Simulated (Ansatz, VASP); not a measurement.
## Two plane-wave programs on Ge

The input INCAR:

```
ALGO     = Normal         # electronic algorithm
EDIFF    = 1E-6           # SCF threshold, eV
EDIFFG   = -0.04          # ionic threshold
ENCUT    = 600            # plane-wave cutoff, eV
GGA      = PE             # functional
IBRION   = 2              # ionic algorithm
ISIF     = 3              # what is computed and relaxed
ISMEAR   = 0              # smearing method
LASPH    = True           # aspherical terms in the spheres
LCHARG   = False          # write CHGCAR
LREAL    = False          # projectors in reciprocal space
LWAVE    = False          # write WAVECAR
NELM     = 60             # most SCF steps
NSW      = 90             # ionic steps
PREC     = Accurate       # precision mode
SIGMA    = 0.1            # smearing width, eV
```

File KPOINTS:

```
k-points
0
Gamma
  4 4 4
```

Contents of POSCAR:

```
Ge
1.0
    3.9969208700      0.0000000000      0.0000000000
    0.0000000000      3.9969208700      0.0000000000
    0.0000000000      0.0000000000      5.4653791800
Ge
4
Direct
    0.0000000000      0.0000000000      0.5000000000
    0.5000000000      0.5000000000      0.5000000000
    0.0000000000      0.5000000000      0.6854043200
    0.5000000000      0.0000000000      0.3145956800
```

Input for Ansatz:

```yaml
crystal:
  lattice:
    - [3.99692087, 0.0, 0.0]
    - [0.0, 3.99692087, 0.0]
    - [0.0, 0.0, 5.46537918]
  atoms:
    - { symbol: Ge, position: [0.0, 0.0, 0.5] }
    - { symbol: Ge, position: [0.5, 0.5, 0.5] }
    - { symbol: Ge, position: [0.0, 0.5, 0.68540432] }
    - { symbol: Ge, position: [0.5, 0.0, 0.31459568] }
basis:
  ecutwfc: 420
kpoints:
  mp_grid: { grid: [4, 4, 4] }
hamiltonian:
  xc: pbe
scf:
  occupations: { method: gaussian, width: 0.1 }
  lower_state_search: "off"
output:
  forces: true
  stress: true
  eigenvalues: true
relax:
  adjacent_minimum: "off"
  f_tol: 0.04
  max_steps: 70
  cell: { stress_tol: 0.4 }
```

Alike in both runs: task relaxation of cell and atoms; functional PBE; k mesh 4 × 4 × 4; occupations gaussian, width 0.1 eV; no spin polarisation.

```csv
,VASP,Ansatz
version,VASP 6.6.1,Ansatz 0.2.0
potentials or method,"VASP PAW PBE potentials, release 64 (Ge_d), cutoff 600 eV","scalar-relativistic, plane waves, PAW"
valence electrons in the cell,56,56
```

Ansatz gave:

| Item | Value |
| --- | --- |
| gap on the k mesh at the Fermi level, each at its own relaxed structure (eV) | none |
| relaxed volume (Å³/atom) | 20.68 |
| relaxed cell length with the largest relative difference (Å) | 4.155 |

What did VASP give for the same quantities?

gap on the k mesh at the Fermi level, each at its own relaxed structure (eV): none; relaxed volume (Å³/atom): 20.72; relaxed cell length with the largest relative difference (Å): 4.158.

A gap of «none» marks a metal or a gap that the smearing closes.

The k mesh is coarse, so the values compare programs but aren't converged.
